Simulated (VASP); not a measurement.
# TiO2 (I4_1/amd) in VASP: further runs

The runs below take TiO2 through electric field gradients, with PBE.

Program: VASP 6.6.1. These are calculated values, not measurements. Logs are shortened: lines on timing, memory, paths and dates and some standing lists are left out, and cuts for length are marked.

## 1. The cell of the first run

The structure is tetragonal, space group I4_1/amd (No. 141). The conventional cell has a = 3.810 Å, b = 3.810 Å, c = 9.577 Å, α = 90.00°, β = 90.00°, γ = 90.00°. Within 2.6 Å of Ti (site symmetry -4m2) lie 6 O at 1.95 to 1.98 Å. O (site symmetry 2mm) has 3 Ti at 1.95 to 1.98 Å and 2 O at 2.46 Å within 2.6 Å.

## 2. Electric field gradients, PBE (11.59 Å³/atom)

Input file INCAR:

```
PREC     = Accurate       # precision mode
ENCUT    = 520            # plane-wave cutoff, eV
EDIFF    = 1E-8           # SCF threshold, eV
ISMEAR   = -1             # smearing method
SIGMA    = 0.08           # smearing width, eV
LREAL    = F              # projectors in reciprocal space
LASPH    = T              # aspherical terms in the spheres
NELM     = 80             # most SCF steps
ALGO     = Normal         # electronic algorithm
ISIF     = 2              # what is computed and relaxed
LWAVE    = F              # write WAVECAR
LCHARG   = F              # write CHGCAR
GGA      = PE             # functional
LEFG     = T            
NBANDS   = 33             # bands
```

Input file KPOINTS:

```
Automatic mesh
0
Gamma
  13 13 13
```

Input file POSCAR:

```
TiO2
1.0
   -1.9050334778      1.9050334778      4.7885042294
    1.9050334778     -1.9050334778      4.7885042294
    1.9050334778      1.9050334778     -4.7885042294
Ti O
2 4
Direct
    0.0000000000      0.0000000000      0.0000000000
    0.7500000000      0.2500000000      0.5000000000
    0.2066000000      0.2066000000      0.0000000000
    0.9566000000      0.4566000000      0.5000000000
    0.5434000000      0.0434000000      0.5000000000
    0.7934000000      0.7934000000      0.0000000000
```

Potentials or basis: VASP PAW PBE potentials, release 64 (Ti_sv, O).

Started as:

```console
$ cat potpaw_PBE.64/Ti_sv/POTCAR potpaw_PBE.64/O/POTCAR > POTCAR
$ mpirun -np 1 vasp_std > vasp.out
```

OUTCAR:

```text
PREC = Accurate
   ENCUT = 520
   EDIFF = 1E-8
   ISMEAR = -1
   LREAL = F
   LASPH = T
   NELM = 80
   ISIF = 2
   GGA = PE

 ion  position               nearest neighbor table
   1  0.000  0.000  0.000-   5 1.95   4 1.95   5 1.95   4 1.95   3 1.98   6 1.98
   2  0.750  0.250  0.500-   6 1.95   3 1.95   6 1.95   3 1.95   4 1.98   5 1.98
   3  0.207  0.207  0.000-   2 1.95   2 1.95   1 1.98
   4  0.957  0.457  0.500-   1 1.95   1 1.95   2 1.98
   5  0.543  0.043  0.500-   1 1.95   1 1.95   2 1.98
   6  0.793  0.793  0.000-   2 1.95   2 1.95   1 1.98

  LATTYP: Found a body centered tetragonal cell.
 ALAT       =     3.8100669556
 C/A-ratio  =     2.5136063409

  Lattice vectors:

 A1 = (  -1.9050334778,   1.9050334778,   4.7885042294)
 A2 = (   1.9050334778,  -1.9050334778,   4.7885042294)
 A3 = (   1.9050334778,   1.9050334778,  -4.7885042294)

Analysis of symmetry for initial positions (statically):
=====================================================================
 Subroutine PRICEL returns:
 Original cell was already a primitive cell.

 Routine SETGRP: Setting up the symmetry group for a
 body centered tetragonal supercell.

 Subroutine GETGRP returns: Found 16 space group operations
 (whereof  8 operations were pure point group operations)
 out of a pool of 16 trial point group operations.

The static configuration has the point symmetry D_2d.
 The point group associated with its full space group is D_4h.

Analysis of symmetry for dynamics (positions and initial velocities):
=====================================================================
 Subroutine PRICEL returns:
 Original cell was already a primitive cell.

 Routine SETGRP: Setting up the symmetry group for a
 body centered tetragonal supercell.

 Subroutine GETGRP returns: Found 16 space group operations
 (whereof  8 operations were pure point group operations)
 out of a pool of 16 trial point group operations.

The dynamic configuration has the point symmetry D_2d.
 The point group associated with its full space group is D_4h.

 Subroutine INISYM returns: Found 16 space group operations
 (whereof  8 operations are pure point group operations),
 and found     1 'primitive' translations

----------------------------------------------------------------------------------------

                                     Primitive cell

  volume of cell :      69.5128

  direct lattice vectors                    reciprocal lattice vectors
    -1.905033478  1.905033478  4.788504229     0.000000000  0.262462579  0.104416740
     1.905033478 -1.905033478  4.788504229     0.262462579  0.000000000  0.104416740
     1.905033478  1.905033478 -4.788504229     0.262462579  0.262462579  0.000000000

  length of vectors
     5.494367831  5.494367831  5.494367831     0.282470283  0.282470283  0.371178139

  position of ions in fractional coordinates (direct lattice)
     0.000000000  0.000000000  0.000000000
     0.750000000  0.250000000  0.500000000
     0.206600000  0.206600000  0.000000000
     0.956600000  0.456600000  0.500000000
     0.543400000  0.043400000  0.500000000
     0.793400000  0.793400000  0.000000000

  ion indices of the primitive-cell ions
   primitive index   ion index
                 1           1
                 2           2
                 3           3
                 4           4
                 5           5
                 6           6

----------------------------------------------------------------------------------------

 KPOINTS: Automatic mesh

Automatic generation of k-mesh.
 Grid dimensions read from file:
[... 57 lines left out ...]
   ISTART =      0    job   : 0-new  1-cont  2-samecut
   ICHARG =      2    charge: 1-file 2-atom 10-const
   ISPIN  =      1    spin polarized calculation?
   LNONCOLLINEAR =      F non collinear calculations
   LSORBIT =      F    spin-orbit coupling
   LASPH  =      T    aspherical Exc in radial PAW
   ENCUT  =  520.0 eV  38.22 Ry    6.18 a.u.  10.22 10.22 10.22*2*pi/ulx,y,z
   NELM   =     80;   NELMIN=  2; NELMDL= -5     # of ELM steps
   EDIFF  = 0.1E-07   stopping-criterion for ELM
   LREAL  =      F    real-space projection
   EDIFFG = 0.1E-06   stopping-criterion for IOM
   NSW    =      0    number of steps for IOM
   IBRION =     -1    ionic relax: 0-MD 1-quasi-New 2-CG
   NFREE  =      0    steps in history (QN), initial steepest desc. (CG)
   ISIF   =      2    stress and relaxation
   ISYM   =      2    0-nonsym 1-usesym 2-fastsym
   POTIM  = 0.5000    time-step for ionic-motion
   TEBEG  =    0.0;   TEEND  =   0.0 temperature during run
   PSTRESS=    0.0 pullay stress
   NELECT =      48.0000    total number of electrons
   NUPDOWN=      -1.0000    fix difference up-down
   EMIN   =  10.00;   EMAX   =-10.00  energy-range for DOS
   EFERMI =   0.00;   METHOD = LEGACY
   ISMEAR =    -1;   SIGMA  =   0.08  broadening in eV -4-tet -1-fermi 0-gaus
   EFERMI_NEDOS =   21; number of points for ismear=-14 and -15
   IALGO  =     38    algorithm
   IMIX   =      4    mixing-type and parameters
     AMIX     =   0.40;   BMIX     =  1.00
     AMIX_MAG =   1.60;   BMIX_MAG =  1.00
  volume/ion in A,a.u.               =      11.59        78.18
  Fermi-wavevector in a.u.,A,eV,Ry     =   1.446994  2.734423 28.487784  2.093793
  Thomas-Fermi vector in A             =   2.565000
   LORBIT       =      0    0 simple, 1 ext, 2 COOP (PROOUT), +10 PAW based schemes
   GGA     = PE    functional components
   LHFCALC =     F    Hartree Fock is set to
   AEXX    =    0.0000 exact exchange contribution
   IVDW    =     0    specifies the selected vdW correction
   LEPSILON=     F    determine dielectric tensor
   LRPA    =     F    only Hartree local field effects (RPA)
 non-spin polarized calculation
  energy-cutoff  :      520.00
  volume of cell :       69.51
 maximum number of plane-waves:      1886
 NGX is ok and might be reduce to    42
   NGX = 21   NGY = 21   NGZ = 21

 number of electron      48.0000000 magnetization

 Free energy of the ion-electron system (eV)
  ---------------------------------------------------
  ext. energy  EPLUGINS =         0.00000000
  ---------------------------------------------------
  free energy    TOTEN  =       -53.85226142 eV

  energy without entropy =      -53.85226125  energy(sigma->0) =      -53.85226134

 E-fermi :   4.3406     XC(G=0): -10.6261

 val. band max:        3.1817432386   @ k =  -0.4615   0.4615   0.0000
 cond. band min:       5.2916592350   @ k =   0.0000   0.0000   0.0000
 fundamental gap:      2.1099159964
 Fermi energy:         4.3405968362

 k-point     1 :       0.0000    0.0000    0.0000
  band No.  band energies     occupation
      1     -53.2375      2.00000
      2     -53.1818      2.00000
      3     -29.6842      2.00000
      4     -29.4525      2.00000
      5     -29.4525      2.00000
      6     -29.3851      2.00000
[... 853 lines left out ...]
     32       9.6595      0.00000
     33       9.7395      0.00000

 [... further k-points ...]

------------------------ aborting loop because EDIFF is reached ----------------------------------------

  FORCE on cell =-STRESS in cart. coord.  units (eV):
  Direction    XX          YY          ZZ          XY          YZ          ZX
  --------------------------------------------------------------------------------------
  -------------------------------------------------------------------------------------
  Total        0.4480175      0.4480175      2.0131369      0.0000000     -0.0000000      0.0000000
  in kB       10.3261984     10.3261984     46.4000887      0.0000000     -0.0000000      0.0000000
  external PRESSURE =      22.3508285 kB  Pullay stress =       0.0000000 kB

 VOLUME and BASIS-vectors are now :
 -----------------------------------------------------------------------------
  energy-cutoff  :      520.00
  volume of cell :       69.51
      direct lattice vectors                 reciprocal lattice vectors
    -1.905033478  1.905033478  4.788504229     0.000000000  0.262462579  0.104416740
     1.905033478 -1.905033478  4.788504229     0.262462579  0.000000000  0.104416740
     1.905033478  1.905033478 -4.788504229     0.262462579  0.262462579  0.000000000

 POSITION                                       TOTAL-FORCE (eV/Angst)
 -----------------------------------------------------------------------------------
      0.00000      0.00000      0.00000        -0.000000     -0.000000     -0.000000
      0.00000      1.90503      2.39425        -0.000000     -0.000000     -0.000000
      0.00000      0.00000      1.97861        -0.000000      0.000000      0.229716
      0.00000      1.90503      4.37286         0.000000     -0.000000      0.229716
      0.00000      1.90503      0.41564         0.000000     -0.000000     -0.229716
      0.00000      0.00000      7.59840        -0.000000      0.000000     -0.229716
 -----------------------------------------------------------------------------------
    total drift:                                0.000000     -0.000000     -0.000000

  FREE ENERGIE OF THE ION-ELECTRON SYSTEM (eV)
  ---------------------------------------------------
  free  energy   TOTEN  =       -53.8522614229 eV

  energy  without entropy=      -53.8522612511  energy(sigma->0) =      -53.85226134

 Electric field gradients (V/A^2)
---------------------------------------------------------------------
 ion       V_xx      V_yy      V_zz      V_xy      V_xz      V_yz
---------------------------------------------------------------------
   1       0.957     0.957    -1.914    -0.000     0.000     0.000
   2       0.957     0.957    -1.914    -0.000     0.000     0.000
   3      -9.944    18.328    -8.384    -0.000    -0.001    -0.001
   4      18.328    -9.944    -8.384    -0.000    -0.001    -0.001
   5      -9.944    18.328    -8.384    -0.000    -0.001    -0.001
   6      18.328    -9.944    -8.384    -0.000    -0.001    -0.001
---------------------------------------------------------------------

 Electric field gradients after diagonalization (V/A^2)
 (convention: |V_zz| > |V_xx| > |V_yy|)
----------------------------------------------------------------------
 ion       V_xx      V_yy      V_zz     asymmetry (V_yy - V_xx)/ V_zz
----------------------------------------------------------------------
   1       0.957     0.957    -1.914       0.000
   2       0.957     0.957    -1.914       0.000
   3      -9.944    -8.384    18.328       0.085
   4      -9.944    -8.384    18.328       0.085
   5      -9.944    -8.384    18.328       0.085
   6      -9.944    -8.384    18.328       0.085
----------------------------------------------------------------------

           NMR quadrupolar parameters

 Cq : quadrupolar parameter    Cq=e*Q*V_zz/h
 eta: asymmetry parameters     (V_yy - V_xx)/ V_zz
 Q  : nuclear electric quadrupole moment in mb (millibarn)
----------------------------------------------------------------------
 ion       Cq(MHz)       eta       Q (mb)
----------------------------------------------------------------------
   1      -0.005       0.000       1.000
   2      -0.005       0.000       1.000
   3       0.044       0.085       1.000
   4       0.044       0.085       1.000
   5       0.044       0.085       1.000
   6       0.044       0.085       1.000
----------------------------------------------------------------------
```

Run time: 8.8 min. Hardware: 1 thread of Intel Xeon 6975P-C (Granite Rapids), shared host; peak memory 0.5 GiB.

What came out:

* Free energy: -53.8523 eV
* Pressure: 2.2 GPa
* Largest force: 0.230 eV/Å
* Band gap on the k mesh: 2.11 eV (least direct gap 2.40 eV)
* Largest electric field gradient by atom: Ti -1.9; O +18.3 V/Å²

Forces in eV/Å, atoms in the order of the input:
```
Ti   0.000  0.000  0.000
Ti   0.000  0.000  0.000
O    0.000  0.000  0.230
O    0.000  0.000  0.230
O    0.000  0.000 -0.230
O    0.000  0.000 -0.230
```

Levels at points of the mesh, in eV from the valence-band top:
| k point | band 22 | band 23 | band 24 | band 25 | band 26 | band 27 |
| --- | --- | --- | --- | --- | --- | --- |
| (0.00, 0.00, 0.00) | -0.72 | -0.41 | -0.41 | 2.11 | 2.82 | 3.99 |

Electric field gradients, principal values (V/Å²):
| atom | least | middle | greatest (by size) |
| --- | --- | --- | --- |
| 1 Ti | 0.957 | 0.957 | -1.914 |
| 2 Ti | 0.957 | 0.957 | -1.914 |
| 3 O | -8.384 | -9.944 | 18.328 |
| 4 O | -8.384 | -9.944 | 18.328 |
| 5 O | -8.384 | -9.944 | 18.328 |
| 6 O | -8.384 | -9.944 | 18.328 |

Caveat: without QUAD_EFG the Cq values of the log hold for a quadrupole moment of 1 mb, not for the nuclei; an odd mesh through Γ misses points on the zone boundary, where band edges can lie.

(Continued in part 2 of 2.)
